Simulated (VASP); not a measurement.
A run of VASP 6.6.1:

File INCAR:

```
PREC     = Accurate       # precision mode
ENCUT    = 520            # plane-wave cutoff, eV
EDIFF    = 1E-6           # SCF threshold, eV
ISMEAR   = 0              # smearing method
SIGMA    = 0.1            # smearing width, eV
LREAL    = False          # projectors in reciprocal space
LASPH    = True           # aspherical terms in the spheres
NELM     = 150            # most SCF steps
ALGO     = Normal         # electronic algorithm
ISIF     = 2              # what is computed and relaxed
LWAVE    = False          # write WAVECAR
LCHARG   = False          # write CHGCAR
ISPIN    = 2              # spin polarisation
MAGMOM   = 0 0 1 1 1      # initial moments
LORBIT   = 11             # projections on sites
GGA      = PE             # functional
NBANDS   = 26             # bands
```

Contents of KPOINTS:

```
Automatic mesh
0
Gamma
  4 4 4
```

POSCAR

```
Si2F3
1.0
    4.2491172743      0.0000000000      0.0000000000
    0.0000000000      4.2491172743      0.0000000000
    0.0000000000      0.0000000000      4.2491172743
Si F
2 3
Direct
    0.0000000000      0.0000000000      0.0000000000
    0.5000000000      0.5000000000      0.5000000000
    0.0000000000      0.5000000000      0.5000000000
    0.5000000000      0.0000000000      0.5000000000
    0.5000000000      0.5000000000      0.0000000000
```

Potentials or basis: VASP PAW PBE potentials, release 64 (Si, F).

Run with:

```bash
$ cat potpaw_PBE.64/Si/POTCAR potpaw_PBE.64/F/POTCAR > POTCAR
$ mpirun -np 1 vasp_std > vasp.out
```

Hardware: 1 thread of Intel(R) Xeon(R) 6975P-C (Granite Rapids), on a shared host.

Problem. Estimate the wall time of this run.

Solution. Run time: 13 s on 1 thread of Intel(R) Xeon(R) 6975P-C (Granite Rapids), with other jobs on the host, peak memory 0.2 GiB. Counts: scf iterations 15, k points 10.
